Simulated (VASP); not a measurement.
Crystal: Al2O3.

```
Al O
1.0
     2.88432    0.00000    0.00000
    -1.44216    2.49790    0.00000
     0.00000    0.00000    9.33675
Al O
2 3
Direct
  0.00000 0.00000 0.85001
  0.00000 0.00000 0.14999
  0.33333 0.66667 0.77768
  0.66667 0.33333 0.00000
  0.33333 0.66667 0.22232
```

Base run:

```yaml
Program: VASP 6.6.1
Functional: RPBE
Potentials_or_basis: VASP PAW PBE potentials, release 64 (Al, O)
Cutoff: 600 eV
k_mesh: 11 × 11 × 3
Occupations: fermi-dirac, width 0.05 eV
Spin: no spin polarisation
```

Its results: band gap on the k mesh 4.82 eV (least direct gap 5.05 eV); pressure 2.5 GPa; largest force 0.224 eV/Å.

After a change of settings the same cell gave: band gap on the k mesh 4.77 eV (least direct gap 5.01 eV); pressure -0.1 GPa; largest force 0.010 eV/Å. Which change was it?
A. functional from RPBE to PBEsol; cutoff from 600 eV to 520 eV
B. functional from RPBE to PBE; occupations from fermi-dirac, width 0.05 eV to gaussian, width 0.012 eV
C. functional from RPBE to HSE06; cutoff from 600 eV to 520 eV; k mesh from 11 × 11 × 3 to 8 × 8 × 2

B.

Caveats: an odd mesh through Γ misses points on the zone boundary, where band edges can lie; the PAW data sets were made with another functional, which shifts forces and pressure a little (at least some runs).
